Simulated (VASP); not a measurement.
# Cd6Te (P4/mmm) in VASP: relaxation of cell and atoms with PBE

Aim: the relaxation of cell and atoms of Cd6Te with PBE.

Program: VASP 6.6.1. These are calculated values, not measurements. Logs are shortened: lines on timing, memory, paths and dates and some standing lists are left out, and cuts for length are marked.

## 1. The cell of the first run

The structure is tetragonal, space group P4/mmm (No. 123). The conventional cell has a = 4.500 Å, b = 4.500 Å, c = 8.400 Å, α = 90.00°, β = 90.00°, γ = 90.00°. Cd (site symmetry 2mm) has 2 Te at 3.08 Å and 10 Cd at 3.08 to 4.20 Å within 4.3 Å. Cd (site symmetry 4/mmm) has 12 Cd at 3.08 to 3.18 Å and 2 Te at 4.20 Å within 4.3 Å. Within 4.1 Å of Cd (site symmetry 4/mmm) lie 12 Cd at 3.08 to 3.18 Å. Te (site symmetry 4/mmm) has 10 Cd at 3.08 to 4.20 Å within 4.3 Å.

## 2. Relaxation of cell and atoms, PBE

Contents of INCAR:

```
ALGO     = Fast           # electronic algorithm
EDIFF    = 1E-7           # SCF threshold, eV
EDIFFG   = -0.08          # ionic threshold
ENCUT    = 600            # plane-wave cutoff, eV
GGA      = PE             # functional
IBRION   = 2              # ionic algorithm
ISIF     = 3              # what is computed and relaxed
ISMEAR   = 0              # smearing method
LASPH    = True           # aspherical terms in the spheres
LCHARG   = False          # write CHGCAR
LREAL    = False          # projectors in reciprocal space
LWAVE    = False          # write WAVECAR
NELM     = 60             # most SCF steps
NSW      = 36             # ionic steps
PREC     = Accurate       # precision mode
SIGMA    = 0.2            # smearing width, eV
```

Contents of KPOINTS:

```
k-points
0
Gamma
  4 4 2
```

Contents of POSCAR:

```
Cd6Te
1.0
    4.5000000000      0.0000000000      0.0000000000
    0.0000000000      4.5000000000      0.0000000000
    0.0000000000      0.0000000000      8.4000000000
Cd Te
6 1
Direct
    0.0000000000      0.5000000000      0.7500000000
    0.0000000000      0.0000000000      0.5000000000
    0.5000000000      0.0000000000      0.7500000000
    0.0000000000      0.5000000000      0.2500000000
    0.5000000000      0.5000000000      0.5000000000
    0.5000000000      0.0000000000      0.2500000000
    0.0000000000      0.0000000000      0.0000000000
```

Potentials or basis: VASP PAW PBE potentials, release 64 (Cd, Te).

The run is started by

```bash
$ cat potpaw_PBE.64/Cd/POTCAR potpaw_PBE.64/Te/POTCAR > POTCAR
$ mpirun -np 1 vasp_std > vasp.out
```

OUTCAR:

```text
EDIFF = 1E-7
   EDIFFG = -0.08
   ENCUT = 600
   GGA = PE
   IBRION = 2
   ISIF = 3
   ISMEAR = 0
   LASPH = True
   LREAL = False
   NELM = 60
   NSW = 36
   PREC = Accurate

 ion  position               nearest neighbor table
   1  0.000  0.500  0.750-   2 3.08   5 3.08   7 3.08   2 3.08   7 3.08   5 3.08   3 3.18   3 3.18
                             3 3.18   3 3.18
   2  0.000  0.000  0.500-   1 3.08   3 3.08   4 3.08   6 3.08   1 3.08   4 3.08   3 3.08   6 3.08
                             5 3.18   5 3.18   5 3.18   5 3.18
   3  0.500  0.000  0.750-   2 3.08   5 3.08   7 3.08   5 3.08   2 3.08   7 3.08   1 3.18   1 3.18
                             1 3.18   1 3.18
   4  0.000  0.500  0.250-   2 3.08   5 3.08   7 3.08   2 3.08   7 3.08   5 3.08   6 3.18   6 3.18
                             6 3.18   6 3.18
   5  0.500  0.500  0.500-   1 3.08   3 3.08   4 3.08   6 3.08   3 3.08   6 3.08   1 3.08   4 3.08
                             2 3.18   2 3.18   2 3.18   2 3.18
   6  0.500  0.000  0.250-   2 3.08   5 3.08   7 3.08   5 3.08   2 3.08   7 3.08   4 3.18   4 3.18
                             4 3.18   4 3.18
   7  0.000  0.000  0.000-   1 3.08   3 3.08   4 3.08   6 3.08   1 3.08   4 3.08   3 3.08   6 3.08

  LATTYP: Found a simple tetragonal cell.
 ALAT       =     4.5000000000
 C/A-ratio  =     1.8666666667

  Lattice vectors:

 A1 = (   4.5000000000,   0.0000000000,   0.0000000000)
 A2 = (   0.0000000000,   4.5000000000,   0.0000000000)
 A3 = (   0.0000000000,   0.0000000000,   8.4000000000)

Analysis of symmetry for initial positions (statically):
=====================================================================
 Subroutine PRICEL returns:
 Original cell was already a primitive cell.

 Routine SETGRP: Setting up the symmetry group for a
 simple tetragonal supercell.

 Subroutine GETGRP returns: Found 16 space group operations
 (whereof 16 operations were pure point group operations)
 out of a pool of 16 trial point group operations.

The static configuration has the point symmetry D_4h.

Analysis of symmetry for dynamics (positions and initial velocities):
=====================================================================
 Subroutine PRICEL returns:
 Original cell was already a primitive cell.

 Routine SETGRP: Setting up the symmetry group for a
 simple tetragonal supercell.

 Subroutine GETGRP returns: Found 16 space group operations
 (whereof 16 operations were pure point group operations)
 out of a pool of 16 trial point group operations.

The dynamic configuration has the point symmetry D_4h.

 Subroutine INISYM returns: Found 16 space group operations
 (whereof 16 operations are pure point group operations),
 and found     1 'primitive' translations

----------------------------------------------------------------------------------------

                                     Primitive cell

  volume of cell :     170.1000

  direct lattice vectors                    reciprocal lattice vectors
     4.500000000  0.000000000  0.000000000     0.222222222  0.000000000  0.000000000
     0.000000000  4.500000000  0.000000000     0.000000000  0.222222222  0.000000000
     0.000000000  0.000000000  8.400000000     0.000000000  0.000000000  0.119047619

  length of vectors
     4.500000000  4.500000000  8.400000000     0.222222222  0.222222222  0.119047619

  position of ions in fractional coordinates (direct lattice)
     0.000000000  0.500000000  0.750000000
     0.000000000  0.000000000  0.500000000
     0.500000000  0.000000000  0.750000000
     0.000000000  0.500000000  0.250000000
     0.500000000  0.500000000  0.500000000
     0.500000000  0.000000000  0.250000000
     0.000000000  0.000000000  0.000000000

  ion indices of the primitive-cell ions
   primitive index   ion index
                 1           1
                 2           2
                 3           3
                 4           4
                 5           5
                 6           6
                 7           7

----------------------------------------------------------------------------------------

 KPOINTS: k-points

Automatic generation of k-mesh.
 Grid dimensions read from file:
 generate k-points for:    4    4    2

 Generating k-lattice:

  Cartesian coordinates                     Fractional coordinates (reciprocal lattice)
     0.055555556  0.000000000  0.000000000     0.250000000  0.000000000  0.000000000
     0.000000000  0.055555556  0.000000000     0.000000000  0.250000000  0.000000000
     0.000000000  0.000000000  0.059523810     0.000000000  0.000000000  0.500000000

  Length of vectors
     0.055555556  0.055555556  0.059523810

  Shift w.r.t. Gamma in fractional coordinates (k-lattice)
     0.000000000  0.000000000  0.000000000

 Subroutine IBZKPT returns following result:
 ===========================================

 Found     12 irreducible k-points:

 Following reciprocal coordinates:
            Coordinates               Weight
  0.000000  0.000000  0.000000      1.000000
  0.250000  0.000000  0.000000      4.000000
  0.500000  0.000000  0.000000      2.000000
  0.250000  0.250000  0.000000      4.000000
  0.500000  0.250000  0.000000      4.000000
  0.500000  0.500000  0.000000      1.000000
  0.000000  0.000000  0.500000      1.000000
  0.250000  0.000000  0.500000      4.000000
  0.500000  0.000000  0.500000      2.000000
  0.250000  0.250000  0.500000      4.000000
  0.500000  0.250000  0.500000      4.000000
  0.500000  0.500000  0.500000      1.000000
   k-points           NKPTS =     12   k-points in BZ     NKDIM =     12   number of bands    NBANDS=     46
   number of dos      NEDOS =    301   number of ions     NIONS =      7
   total plane-waves  NPLWV =  90720
   dimension x,y,z NGX =    36 NGY =   36 NGZ =   70
   dimension x,y,z NGXF=    72 NGYF=   72 NGZF=  140
   ions per type =               6   1
   NGX,Y,Z   is equivalent  to a cutoff of  13.30, 13.30, 13.85 a.u.
   NGXF,Y,Z  is equivalent  to a cutoff of  26.60, 26.60, 27.71 a.u.
 SYSTEM =  unknown system
   PREC   = accura    normal or accurate (medium, high low for compatibility)
   ISTART =      0    job   : 0-new  1-cont  2-samecut
   ICHARG =      2    charge: 1-file 2-atom 10-const
   ISPIN  =      1    spin polarized calculation?
   LNONCOLLINEAR =      F non collinear calculations
   LSORBIT =      F    spin-orbit coupling
   LASPH  =      T    aspherical Exc in radial PAW
   ENCUT  =  600.0 eV  44.10 Ry    6.64 a.u.   8.99  8.99 16.78*2*pi/ulx,y,z
   NELM   =     60;   NELMIN=  2; NELMDL= -5     # of ELM steps
   EDIFF  = 0.1E-06   stopping-criterion for ELM
   LREAL  =      F    real-space projection
   EDIFFG = -.8E-01   stopping-criterion for IOM
   NSW    =     36    number of steps for IOM
   IBRION =      2    ionic relax: 0-MD 1-quasi-New 2-CG
   NFREE  =      1    steps in history (QN), initial steepest desc. (CG)
   ISIF   =      3    stress and relaxation
   ISYM   =      2    0-nonsym 1-usesym 2-fastsym
   POTIM  = 0.5000    time-step for ionic-motion
   TEBEG  =    0.0;   TEEND  =   0.0 temperature during run
   PSTRESS=    0.0 pullay stress
   NELECT =      78.0000    total number of electrons
   NUPDOWN=      -1.0000    fix difference up-down
   EMIN   =  10.00;   EMAX   =-10.00  energy-range for DOS
   EFERMI =   0.00;   METHOD = LEGACY
   ISMEAR =     0;   SIGMA  =   0.20  broadening in eV -4-tet -1-fermi 0-gaus
   EFERMI_NEDOS =   21; number of points for ismear=-14 and -15
   IALGO  =     68    algorithm
   IMIX   =      4    mixing-type and parameters
     AMIX     =   0.40;   BMIX     =  1.00
     AMIX_MAG =   1.60;   BMIX_MAG =  1.00
  volume/ion in A,a.u.               =      24.30       163.98
  Fermi-wavevector in a.u.,A,eV,Ry     =   1.262423  2.385634 21.683769  1.593712
  Thomas-Fermi vector in A             =   2.395832
   LORBIT       =      0    0 simple, 1 ext, 2 COOP (PROOUT), +10 PAW based schemes
   GGA     = PE    functional components
   LHFCALC =     F    Hartree Fock is set to
   AEXX    =    0.0000 exact exchange contribution
   IVDW    =     0    specifies the selected vdW correction
   LEPSILON=     F    determine dielectric tensor
   LRPA    =     F    only Hartree local field effects (RPA)
 conjugate gradient relaxation of ions
 non-spin polarized calculation
 RMM-DIIS sequential band-by-band and
 Gauss-broadening in eV      SIGMA  =   0.20
  energy-cutoff  :      600.00
  volume of cell :      170.10
 maximum number of plane-waves:      5712
 NGX is ok and might be reduce to    36
   NGX = 17   NGY = 17   NGZ = 33

--------------------------------------- Ionic step        1  -------------------------------------------

 number of electron      78.0000014 magnetization

 Free energy of the ion-electron system (eV)
  ---------------------------------------------------
  ext. energy  EPLUGINS =         0.00000000
  ---------------------------------------------------
  free energy    TOTEN  =        -7.64238694 eV

  energy without entropy =       -7.59305905  energy(sigma->0) =       -7.61772299

 E-fermi :   3.4957     XC(G=0): -10.3528

 val. band max:        3.3980918429   @ k =   0.5000   0.0000   0.0000
 cond. band min:       3.5222855926   @ k =   0.5000   0.0000   0.0000
 fundamental gap:      0.1241937497
 Fermi energy:         3.4956576730

 k-point     1 :       0.0000    0.0000    0.0000
  band No.  band energies     occupation
      1      -8.7725      2.00000
      2      -6.3792      2.00000
      3      -6.3182      2.00000
      4      -6.3182      2.00000
      5      -6.2922      2.00000
      6      -6.2774      2.00000
[... 681 lines left out ...]
 POSITION                                       TOTAL-FORCE (eV/Angst)
 -----------------------------------------------------------------------------------
      0.00000      2.29352      6.54535         0.000000     -0.000000     -0.041128
      0.00000      0.00000      4.36467         0.000000     -0.000000      0.000000
      2.29352      0.00000      6.54535         0.000000      0.000000     -0.041128
      0.00000      2.29352      2.18398         0.000000     -0.000000      0.041128
      2.29352      2.29352      4.36467         0.000000     -0.000000      0.000000
      2.29352      0.00000      2.18398         0.000000     -0.000000      0.041128
      0.00000      0.00000      0.00000         0.000000     -0.000000      0.000000
 -----------------------------------------------------------------------------------
    total drift:                                0.000000     -0.000000      0.000000

  FREE ENERGIE OF THE ION-ELECTRON SYSTEM (eV)
  ---------------------------------------------------
  free  energy   TOTEN  =        -7.7950935280 eV

  energy  without entropy=       -7.7520176663  energy(sigma->0) =       -7.77355560

--------------------------------------- Ionic step        4  -------------------------------------------

 number of electron      77.9999974 magnetization

 Free energy of the ion-electron system (eV)
  ---------------------------------------------------
  ext. energy  EPLUGINS =         0.00000000
  ---------------------------------------------------
  free energy    TOTEN  =        -7.80123890 eV

  energy without entropy =       -7.75870038  energy(sigma->0) =       -7.77996964

 E-fermi :   2.8422     XC(G=0):  -9.9830

 val. band max:        2.7862711503   @ k =   0.5000   0.0000   0.0000
 cond. band min:       2.8484971383   @ k =   0.2500   0.0000   0.5000
 fundamental gap:      0.0622259880
 Fermi energy:         2.8421949943

 k-point     1 :       0.0000    0.0000    0.0000
  band No.  band energies     occupation
      1      -8.9179      2.00000
      2      -6.7074      2.00000
      3      -6.6413      2.00000
      4      -6.6413      2.00000
      5      -6.6093      2.00000
      6      -6.5967      2.00000
[... 590 lines left out ...]
 VOLUME and BASIS-vectors are now :
 -----------------------------------------------------------------------------
  energy-cutoff  :      600.00
  volume of cell :      183.23
      direct lattice vectors                 reciprocal lattice vectors
     4.570583539  0.000000000  0.000000000     0.218790444 -0.000000000  0.000000000
    -0.000000000  4.570583539  0.000000000     0.000000000  0.218790444  0.000000000
    -0.000000000  0.000000000  8.771208079    -0.000000000 -0.000000000  0.114009381

 POSITION                                       TOTAL-FORCE (eV/Angst)
 -----------------------------------------------------------------------------------
      4.57058      2.28529      6.57471         0.000000      0.000000     -0.034857
     -0.00000      4.57058      4.38560        -0.000000      0.000000      0.000000
      2.28529      0.00000      6.57471         0.000000     -0.000000     -0.034857
     -0.00000      2.28529      2.19650        -0.000000      0.000000      0.034857
      2.28529      2.28529      4.38560        -0.000000      0.000000      0.000000
      2.28529      4.57058      2.19650        -0.000000     -0.000000      0.034857
     -0.00000      4.57058      0.00000        -0.000000      0.000000      0.000000
 -----------------------------------------------------------------------------------
    total drift:                                0.000000     -0.000000      0.000000

  FREE ENERGIE OF THE ION-ELECTRON SYSTEM (eV)
  ---------------------------------------------------
  free  energy   TOTEN  =        -7.8012388986 eV

  energy  without entropy=       -7.7587003842  energy(sigma->0) =       -7.77996964

 reached required accuracy - stopping structural energy minimisation
```

Wall time 3 min (1 thread of Intel Xeon 6975P-C (Granite Rapids), shared host); peak memory 0.35 GiB.

Results:

```yaml
Free_energy: -7.8012 eV
Relaxed_volume: 26.18 Å³/atom
Relaxed_cell: a = 4.571 Å, b = 4.571 Å, c = 8.771 Å, α = 90.00°, β = 90.00°, γ = 90.00°
Space_group_after_relaxing_to_0.1_Å: P4/mmm (No. 123)
Energy_gained_by_relaxing: 22.7 meV/atom
Ionic_steps: 4
Pressure_after_relaxing: -0.1 GPa
Largest_force_after_relaxing: 0.035 eV/Å
Band_gap_on_the_k_mesh: zero (bands 39 and 40 overlap by 2.47 eV)
```

Forces in eV/Å, atoms in the order of the input:
```
Cd   0.000  0.000 -0.035
Cd   0.000  0.000  0.000
Cd   0.000  0.000 -0.035
Cd   0.000  0.000  0.035
Cd   0.000  0.000  0.000
Cd   0.000  0.000  0.035
Te   0.000  0.000  0.000
```

Step by step:
| step | energy change (eV) | largest force (eV/Å) | pressure (GPa) | volume (Å³) |
| --- | --- | --- | --- | --- |
| 1 | 0.0000 | 0.0321 | 3.46 | 170.10 |
| 2 | -0.1526 | 0.0412 | -0.10 | 183.31 |
| 3 | -0.1527 | 0.0411 | -0.17 | 183.67 |
| 4 | -0.1589 | 0.0349 | -0.13 | 183.23 |

Final structure:
```
Cd Te
1.0
     4.57058    0.00000    0.00000
     0.00000    4.57058    0.00000
     0.00000    0.00000    8.77121
Cd Te
6 1
Cartesian
  4.5706 2.2853 6.5747
  0.0000 4.5706 4.3856
  2.2853 0.0000 6.5747
  0.0000 2.2853 2.1965
  2.2853 2.2853 4.3856
  2.2853 4.5706 2.1965
  0.0000 4.5706 0.0000
```

Caveat: the k points lie up to 0.36 Å⁻¹ apart in the final cell, too coarse for converged energies and pressures of a metal; spin-orbit coupling is left out, which moves the levels of the heavy elements; the relaxation stopped at a loose force limit of 0.08 eV/Å, so its end isn't a converged minimum.

The gap in the log of VASP goes by the Fermi energy; the results here count the filled bands.